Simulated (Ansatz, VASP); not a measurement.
# Ag: VASP beside Ansatz

```xyz
1
Lattice="0.0000 2.0431 2.0431 2.0431 0.0000 2.0431 2.0431 2.0431 0.0000" Properties=species:S:1:pos:R:3 pbc="T T T"
Ag    0.0000    0.0000    0.0000
```

Alike in both runs: task electric field gradients; functional LDA; k mesh 22 × 22 × 22; occupations fermi-dirac, width 0.05 eV; no spin polarisation.

|  | VASP | Ansatz |
| --- | --- | --- |
| version | VASP 6.6.1 | Ansatz 0.2.0 |
| potentials or method | VASP PAW LDA potentials, release 64 (Ag) | PAW with Ansatz's default frozen-core files, scalar-relativistic |
| plane-wave cutoff (eV) | 520 | 420 |
| valence electrons in the cell | 11 | 19 |

```csv
,VASP,Ansatz,Ansatz less VASP
gap on the k mesh at the Fermi level (eV),none,none,-
pressure (GPa),-7.2,-7.3,-0.15
```

LDA's correlation is that of Perdew and Zunger in VASP and of Perdew and Wang (1992) in Ansatz. A gap of «none» marks a metal or a gap that the smearing closes. VASP's potentials hold 11 valence electrons a cell and Ansatz's 19, so a difference there can come from the potentials and not from the codes.
